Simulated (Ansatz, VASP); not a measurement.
SiC: VASP beside Ansatz

Contents of INCAR:

```
SYSTEM = SiC
ALGO     = Normal         ! electronic algorithm
EDIFF    = 1E-7           ! SCF threshold, eV
ENCUT    = 520            ! plane-wave cutoff, eV
GGA      = PE             ! functional
ISIF     = 2              ! what is computed and relaxed
ISMEAR   = 0              ! smearing method
LASPH    = .True.         ! aspherical terms in the spheres
LCHARG   = .True.         ! write CHGCAR
LELF     = .True.         ! ELF
LREAL    = .False.        ! projectors in reciprocal space
LVHAR    = .True.       
LWAVE    = .False.        ! write WAVECAR
NBANDS   = 16             ! bands
NELM     = 60             ! most SCF steps
PREC     = Accurate       ! precision mode
SIGMA    = 0.01           ! smearing width, eV
```

File KPOINTS:

```
k-points
0
Gamma
  9 9 4
  0 0 0
```

Contents of POSCAR:

```
SiC
1.0
    3.0919365192      0.0000000000      0.0000000000
   -1.5459682596      2.6776955725      0.0000000000
    0.0000000000      0.0000000000      5.0742922873
Si C
2 2
Direct
    0.3333333333      0.6666666667      0.4995817067
    0.6666666667      0.3333333333      0.9995817067
    0.3333333333      0.6666666667      0.8754182933
    0.6666666667      0.3333333333      0.3754182933
```

Input for Ansatz:

```yaml
crystal:
  lattice:
    - [3.0919365192, 0.0, 0.0]
    - [-1.5459682596, 2.6776955725, 0.0]
    - [0.0, 0.0, 5.0742922873]
  atoms:
    - { symbol: Si, position: [0.3333333333, 0.6666666667, 0.4995817067] }
    - { symbol: Si, position: [0.6666666667, 0.3333333333, 0.9995817067] }
    - { symbol: C, position: [0.3333333333, 0.6666666667, 0.8754182933] }
    - { symbol: C, position: [0.6666666667, 0.3333333333, 0.3754182933] }
kpoints:
  mp_grid: { grid: [9, 9, 4] }
hamiltonian:
  xc: pbe
scf:
  occupations: { method: fixed }
  n_extra_bands: 5
output:
  forces: true
  stress: true
  eigenvalues: true
```

Alike in both runs: task single point; functional PBE; k mesh 9 × 9 × 4; no spin polarisation.

```csv
,VASP,Ansatz
version,VASP 6.6.1,Ansatz 0.2.0
potentials or method,"VASP PAW PBE potentials, release 64 (Si, C)","plane waves, PAW"
plane-wave cutoff (eV),520,420
occupations,"gaussian, width 0.01 eV",fixed
valence electrons in the cell,16,16
```

|  | VASP | Ansatz | Ansatz less VASP |
| --- | --- | --- | --- |
| gap on the k mesh at the Fermi level (eV) | 2.30 | 2.31 | +0.004 |
| pressure (GPa) | 0.0 | 0.0 | +0.05 |
